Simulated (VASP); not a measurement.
# EuS3 (Pm-3m) in VASP: a series of runs, part 2 of 2

VASP 6.6.1. The steps go on from the part before.

## Step 4: Relaxation of cell and atoms, PBE, collinear spin, ferromagnetic start

This run uses another cell than the first one, of 21.92 Å³/atom.

Input file INCAR:

```
SYSTEM = EuS3
PREC = Accurate
ENCUT = 600
EDIFF = 1E-7
ISMEAR = 0
SIGMA = 0.1
LREAL = .FALSE.
LASPH = .TRUE.
NELM = 150
ALGO = Normal
ISIF = 3
LWAVE = .FALSE.
LCHARG = .FALSE.
ISPIN = 2
MAGMOM = 7 0 0 0
LORBIT = 11
LMAXMIX = 6
GGA = PE
IBRION = 2
NSW = 90
EDIFFG = -0.04
```

Input file KPOINTS:

```
Automatic mesh
0
G
  4 4 4
  0 0 0
```

Input file POSCAR:

```
EuS3
1.0
    4.4426920500      0.0000000000      0.0000000000
    0.0000000000      4.4426920500      0.0000000000
    0.0000000000      0.0000000000      4.4426920500
Eu S
1 3
Direct
    0.0000000000      0.0000000000      0.0000000000
    0.5000000000      0.5000000000      0.0000000000
    0.5000000000      0.0000000000      0.5000000000
    0.0000000000      0.5000000000      0.5000000000
```

Potentials or basis: VASP PAW PBE potentials, release 64 (Eu, S).

Command:

```bash
$ cat potpaw_PBE.64/Eu/POTCAR potpaw_PBE.64/S/POTCAR > POTCAR
$ mpirun -np 1 vasp_std > vasp.out
```

OUTCAR:

```text
SYSTEM = EuS3
   PREC = Accurate
   ENCUT = 600
   EDIFF = 1E-7
   ISMEAR = 0
   LREAL = .FALSE.
   LASPH = .TRUE.
   NELM = 150
   ISIF = 3
   ISPIN = 2
   LORBIT = 11
   GGA = PE
   IBRION = 2
   NSW = 90
   EDIFFG = -0.04

 ion  position               nearest neighbor table
   1  0.000  0.000  0.000-   2 3.14   3 3.14   4 3.14   3 3.14   4 3.14   2 3.14   4 3.14   4 3.14
                             2 3.14   3 3.14   3 3.14   2 3.14
   2  0.500  0.500  0.000-   1 3.14   1 3.14   1 3.14   1 3.14
   3  0.500  0.000  0.500-   1 3.14   1 3.14   1 3.14   1 3.14
   4  0.000  0.500  0.500-   1 3.14   1 3.14   1 3.14   1 3.14

  LATTYP: Found a simple cubic cell.
 ALAT       =     4.4426920500

  Lattice vectors:

 A1 = (   4.4426920500,   0.0000000000,   0.0000000000)
 A2 = (   0.0000000000,   4.4426920500,   0.0000000000)
 A3 = (   0.0000000000,   0.0000000000,   4.4426920500)

Analysis of symmetry for initial positions (statically):
=====================================================================
 Subroutine PRICEL returns:
 Original cell was already a primitive cell.

 Routine SETGRP: Setting up the symmetry group for a
 simple cubic supercell.
[... 181 lines left out ...]
  in kB      -62.1930590    -62.1930590    -62.1930590      0.0000000     -0.0000000     -0.0000000
  external PRESSURE =     -62.1930590 kB  Pullay stress =       0.0000000 kB
[... 65 lines left out ...]
--------------------------------------- Ionic step        3  -------------------------------------------

 number of electron      34.9999992 magnetization      -6.2842124

 Free energy of the ion-electron system (eV)
  ---------------------------------------------------
  ext. energy  EPLUGINS =         0.00000000
  ---------------------------------------------------
  free energy    TOTEN  =       -26.06535998 eV

  energy without entropy =      -26.04524479  energy(sigma->0) =      -26.05530239

 E-fermi :   5.3911     XC(G=0): -10.7398

 val. band max:        5.3587137545   @ k =   0.2500   0.2500   0.0000
 cond. band min:       5.3933238903   @ k =   0.5000   0.0000   0.0000
 fundamental gap:      0.0346101358
 Fermi energy:         5.3911199923

 spin component 1

 k-point     1 :       0.0000    0.0000    0.0000
  band No.  band energies     occupation
      1     -32.7543      1.00000
      2     -12.2592      1.00000
      3     -12.2592      1.00000
      4     -12.2592      1.00000
      5      -9.1467      1.00000
      6      -5.8470      1.00000
[... 269 lines left out ...]
     24       9.8518      0.00000
     25      10.4983      0.00000
 Fermi energy:         5.3911199923

 spin component 2

 k-point     1 :       0.0000    0.0000    0.0000
  band No.  band energies     occupation
      1     -35.7035      1.00000
      2     -14.3474      1.00000
      3     -14.3474      1.00000
      4     -14.3474      1.00000
      5      -9.0940      1.00000
      6      -5.7447      1.00000
[... 300 lines left out ...]
  FREE ENERGIE OF THE ION-ELECTRON SYSTEM (eV)
  ---------------------------------------------------
  free  energy   TOTEN  =       -26.0653599830 eV

  energy  without entropy=      -26.0452447887  energy(sigma->0) =      -26.05530239

 reached required accuracy - stopping structural energy minimisation

 total charge

# of ion       s       p       d       f       tot
--------------------------------------------------
    1        2.027   5.734   0.384   6.482  14.627
    2        1.397   2.201   0.000   0.000   3.598
    3        1.397   2.201   0.000   0.000   3.598
    4        1.397   2.201   0.000   0.000   3.598
--------------------------------------------------
tot          6.218  12.335   0.384   6.482  25.420

 magnetization (x)

# of ion       s       p       d       f       tot
--------------------------------------------------
    1        0.014   0.111  -0.056  -6.395  -6.326
    2        0.002   0.072   0.000   0.000   0.074
    3        0.002   0.072   0.000   0.000   0.074
    4        0.002   0.072   0.000   0.000   0.074
--------------------------------------------------
tot          0.020   0.325  -0.056  -6.395  -6.105
```

OSZICAR:

```text
N       E                     dE             d eps       ncg     rms          rms(c)
DAV:   1     0.239853917776E+03    0.23985E+03   -0.15477E+04  1440   0.578E+03
DAV:   2     0.186809974102E+02   -0.22117E+03   -0.19498E+03  1504   0.531E+02
DAV:   3    -0.200104361327E+02   -0.38691E+02   -0.37473E+02  1613   0.168E+02
[... 75 lines left out ...]
DAV:   9    -0.260653643947E+02   -0.78432E-04   -0.64191E-04  1853   0.167E-01    0.964E-02
DAV:  10    -0.260653607726E+02    0.36221E-05   -0.60148E-05  1706   0.113E-01    0.752E-02
DAV:  11    -0.260653621903E+02   -0.14178E-05   -0.67176E-06  1790   0.333E-02    0.496E-02
DAV:  12    -0.260653632098E+02   -0.10194E-05   -0.12973E-06  1534   0.137E-02    0.384E-02
DAV:  13    -0.260653600777E+02    0.31321E-05   -0.45217E-06  1722   0.521E-02    0.560E-03
DAV:  14    -0.260653599830E+02    0.94706E-07   -0.89937E-07  1670   0.146E-02
   3 F= -.26065360E+02 E0= -.26055302E+02  d E =-.212663E+00  mag=    -6.2839
```

CONTCAR:

```text
EuS3
   1.00000000000000
     4.2698736004043418   -0.0000000000000000   -0.0000000000000000
     0.0000000000000000    4.2698736004043418    0.0000000000000000
    -0.0000000000000000   -0.0000000000000000    4.2698736004043418
  Eu              S
     1     3
Direct
     0.0000000000000000    0.0000000000000000    0.0000000000000000
     0.5000000000000000    0.5000000000000000    0.0000000000000000
     0.5000000000000000    0.0000000000000000    0.5000000000000000
     0.0000000000000000    0.5000000000000000    0.5000000000000000

  0.00000000E+00  0.00000000E+00  0.00000000E+00
  0.00000000E+00  0.00000000E+00  0.00000000E+00
  0.00000000E+00  0.00000000E+00  0.00000000E+00
  0.00000000E+00  0.00000000E+00  0.00000000E+00
```

It took 11 min on 1 thread of Intel Xeon 8259CL, shared host; peak memory 0.28 GiB.

Results:

| Item | Value |
| --- | --- |
| Free energy | -26.0654 eV |
| Relaxed volume | 19.46 Å³/atom |
| Relaxed cell | a = 4.270 Å, b = 4.270 Å, c = 4.270 Å, α = 90.00°, β = 90.00°, γ = 90.00° |
| Space group after relaxing (to 0.1 Å) | Pm-3m (No. 221) |
| Energy gained by relaxing | 53.2 meV/atom |
| Ionic steps | 3 |
| Pressure after relaxing | 0.0 GPa |
| Net moment | -6.28 μB per cell |
| Site moments | Eu -6.33; S +0.07 μB |
| Valence electrons inside the program's atomic spheres | Eu 14.63; S 3.60 |

Step by step:
```csv
step,energy change (eV),largest force (eV/Å),pressure (GPa),volume (Å³)
1,0.0000,0.0000,-6.22,87.69
2,-0.2119,0.0000,0.48,77.33
3,-0.2127,0.0000,0.00,77.85
```

Final structure:
```
Eu S
1.0
     4.26987    0.00000    0.00000
     0.00000    4.26987    0.00000
     0.00000    0.00000    4.26987
Eu S
1 3
Direct
  0.00000 0.00000 0.00000
  0.50000 0.50000 0.00000
  0.50000 0.00000 0.50000
  0.00000 0.50000 0.50000
```

Levels at points of the mesh, in eV from the Fermi level:
Spin up:
| k point | band 10 | band 11 | band 12 | band 13 | band 14 | band 15 | band 16 | band 17 | band 18 | band 19 |
| --- | --- | --- | --- | --- | --- | --- | --- | --- | --- | --- |
| (0.00, 0.00, 0.00) | -4.41 | -1.47 | -1.47 | -1.47 | 0.99 | 0.99 | 0.99 | 2.41 | 2.41 | 3.25 |
| (0.50, 0.00, 0.00) | -3.13 | -2.93 | -2.31 | -2.31 | -1.82 | 0.00 | 0.00 | 3.94 | 4.02 | 4.13 |
| (0.50, 0.50, 0.00) | -3.07 | -3.07 | -2.31 | -2.14 | -2.14 | 0.45 | 1.00 | 4.11 | 4.11 | 4.14 |
| (0.50, 0.50, 0.50) | -4.37 | -4.37 | 0.66 | 0.66 | 0.66 | 1.13 | 1.13 | 3.61 | 4.24 | 4.24 |
Spin down:
```csv
k point,band 18,band 19,band 20,band 21,band 22,band 23
"(0.00, 0.00, 0.00)",0.16,0.16,0.16,1.04,1.04,1.04
"(0.50, 0.00, 0.00)",-0.44,-0.35,-0.19,-0.19,0.03,0.03
"(0.50, 0.50, 0.00)",-0.40,-0.40,-0.23,-0.23,0.50,1.02
"(0.50, 0.50, 0.50)",-0.46,1.15,1.15,1.24,1.24,1.24
```

Caveat: spin-orbit coupling is left out, which moves the levels of the heavy elements; a cell with one magnetic atom can't hold antiferromagnetic order, which such compounds often take; semilocal functionals describe open f shells poorly, which spoils levels, moments and volumes. With open d or f shells a metallic result of PBE can be an artefact of self-interaction; +U or a hybrid may open a gap.

## Step 5: Overview

```tsv
task	cell	cutoff (eV)	gap on the mesh (eV)	pressure (GPa)	moment (μB)
single point	a = 4.272 Å, 4 atoms	520	none	-0.1	6.28
single point	a = 4.443 Å, 4 atoms	520	none	-6.3	6.28
relaxation of cell and atoms	relaxed from a = 4.443 Å, 4 atoms	600	none	0.0	6.28
```

Alike in all rows: level PBE; potentials or basis VASP PAW PBE potentials, release 64 (Eu, S); spin collinear, ferromagnetic start; k mesh 4 × 4 × 4; smearing gaussian 0.1 eV.

Caveats: some runs use coarse meshes; spin-orbit coupling is left out, which moves the levels of the heavy elements; a cell with one magnetic atom can't hold antiferromagnetic order, which such compounds often take; semilocal functionals describe open f shells poorly, which spoils levels, moments and volumes; the cell stands under tension (at least some runs).

Absolute energies hang on the potentials; compare differences alone.
